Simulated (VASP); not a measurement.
Here is a VASP 6.6.1 calculation.

File POSCAR:

```
Na
1.0
   -2.0973665207      2.0973665207      2.0973665207
    2.0973665207     -2.0973665207      2.0973665207
    2.0973665207      2.0973665207     -2.0973665207
Na
1
Direct
    0.0000000000      0.0000000000      0.0000000000
```

File INCAR.step1:

```
  PREC = Accurate
  ENCUT = 970
  ISMEAR = -1
  SIGMA = 0.02
  LREAL = F
  LASPH = T
  NELM = 120
  GGA = PE
  ALGO = Normal
  EDIFF = 1E-5
  LWAVE = T
  LCHARG = F
  GGA_COMPAT = F
  IBRION = 2
  ISIF = 3
  EDIFFG = -0.005
  NELMIN = 4
  NSW = 100
```

File INCAR.step2:

```
  PREC = Accurate
  ENCUT = 970
  EDIFF = 1E-7
  ISMEAR = -1
  SIGMA = 0.02
  LREAL = F
  LASPH = T
  NELM = 120
  ALGO = Normal
  ISIF = 3
  LWAVE = F
  LCHARG = F
  METAGGA = R2SCAN
  LMIXTAU = T
  IBRION = 2
  NSW = 80
  EDIFFG = -0.005
  ISTART = 1
  GGA_COMPAT = F
  NELMIN = 4
```

KPOINTS

```
Automatic mesh
0
Gamma
  8 8 8
```

Potentials or basis: VASP PAW PBE potentials, release 64 (Na_sv).

Launch:

```console
$ cat potpaw_PBE.64/Na_sv/POTCAR > POTCAR
$ cp INCAR.step1 INCAR
$ mpirun -np 1 vasp_std > vasp.out
$ cp INCAR.step2 INCAR
$ mpirun -np 1 vasp_std > vasp.out
```

**Question.** Estimate the relaxed cell.

**Answer.** a = 3.598 Å, b = 3.598 Å, c = 3.598 Å, α = 109.47°, β = 109.47°, γ = 109.47°.

**Question.** Estimate the space group after relaxing (to 0.1 Å).

**Answer.** Im-3m (No. 229).

**Question.** Predict the band gap on the k mesh.

**Answer.** Zero (an odd number of electrons rules out a gap without spin polarisation).

Step by step:
```tsv
step	energy change (eV)	largest force (eV/Å)	pressure (GPa)	volume (Å³)
1	0.0000	0.0000	-0.24	36.90
2	-0.0004	0.0000	-0.17	36.62
3	-0.0008	0.0000	-0.01	35.86
```

Caveat: the PAW data sets were made with another functional, which shifts forces and pressure a little.
